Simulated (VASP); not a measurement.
Input of a VASP 6.6.1 run:

INCAR

```
SYSTEM = AlNi
PREC = Accurate ; ENCUT = 520
EDIFF = 1E-7 ; ISMEAR = 0
SIGMA = 0.014 ; LREAL = .False.
LASPH = .True. ; NELM = 150
ALGO = Normal ; ISIF = 2
LWAVE = .False. ; LCHARG = .False.
ISPIN = 2 ; MAGMOM = 1 0
LORBIT = 11 ; LMAXMIX = 4
GGA = PE ; NBANDS = 18
```

Contents of KPOINTS:

```
Automatic mesh
0
Gamma
  9 9 9
  0 0 0
```

File POSCAR:

```
AlNi
1.0
    2.8810000000      0.0000000000      0.0000000000
    0.0000000000      2.8810000000      0.0000000000
    0.0000000000      0.0000000000      2.8810000000
Ni Al
1 1
Direct
    0.5000000000      0.5000000000      0.5000000000
    0.0000000000      0.0000000000      0.0000000000
```

Potentials or basis: VASP PAW PBE potentials, release 64 (Ni, Al).

Command:

```sh
$ cat potpaw_PBE.64/Ni/POTCAR potpaw_PBE.64/Al/POTCAR > POTCAR
$ mpirun -np 1 vasp_std > vasp.out
```

Question: What does it give for the pressure?

Answer: 1.9 GPa.

Question: Predict the net moment.

Answer: 0.00 μB per cell.
